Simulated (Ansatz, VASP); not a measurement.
# Two plane-wave programs on CdTe

Contents of INCAR:

```
PREC = Accurate ; ENCUT = 520
EDIFF = 1E-6 ; ISMEAR = 0
SIGMA = 0.02 ; LREAL = False
LASPH = True ; NELM = 100
ALGO = Normal ; ISIF = 2
LWAVE = False ; LCHARG = False
GGA = PE ; NBANDS = 16
```

The input KPOINTS:

```
Automatic mesh
0
Gamma
  10 10 10
```

The input POSCAR:

```
CdTe
1.0
    0.0000000000      2.8776554463      2.8776554463
    2.8776554463      0.0000000000      2.8776554463
    2.8776554463      2.8776554463      0.0000000000
Cd Te
1 1
Direct
    0.0000000000      0.0000000000      0.0000000000
    0.2500000000      0.2500000000      0.2500000000
```

Input for Ansatz:

```yaml
crystal:
  lattice:
    - [0.0, 2.8776554463, 2.8776554463]
    - [2.8776554463, 0.0, 2.8776554463]
    - [2.8776554463, 2.8776554463, 0.0]
  atoms:
    - { symbol: Cd, position: [0.0, 0.0, 0.0] }
    - { symbol: Te, position: [0.25, 0.25, 0.25] }
basis:
  ecutwfc: 420
kpoints:
  mp_grid: { grid: [10, 10, 10] }
  band_path: { path: [VBM, CBM], npoints: 2 }
hamiltonian:
  xc: pbe
scf:
  occupations: { method: gaussian, width: 0.02 }
output:
  forces: true
  stress: true
  eigenvalues: true
checkpoint:
  read: start.run
  write: ck
  compress: false
  write_wavefunctions: false
  write_every: 100000
```

Alike in both runs: task single point; functional PBE; k mesh 10 × 10 × 10; occupations gaussian, width 0.02 eV; no spin polarisation.

|  | VASP | Ansatz |
| --- | --- | --- |
| version | VASP 6.6.1 | Ansatz 0.2.0 |
| potentials or method | VASP PAW PBE potentials, release 64 (Cd, Te), cutoff 520 eV | scalar-relativistic, plane waves, PAW |
| valence electrons in the cell | 18 | 36 |

|  | VASP | Ansatz | Ansatz less VASP |
| --- | --- | --- | --- |
| gap on the k mesh at the Fermi level (eV) | 1.56 | 1.59 | +0.028 |
| least direct gap on the mesh (eV) | 1.87 | 1.84 | -0.038 |

VASP's potentials hold 18 valence electrons a cell and Ansatz's 36, so a difference there can come from the potentials and not from the codes.

Spin-orbit coupling is off throughout.
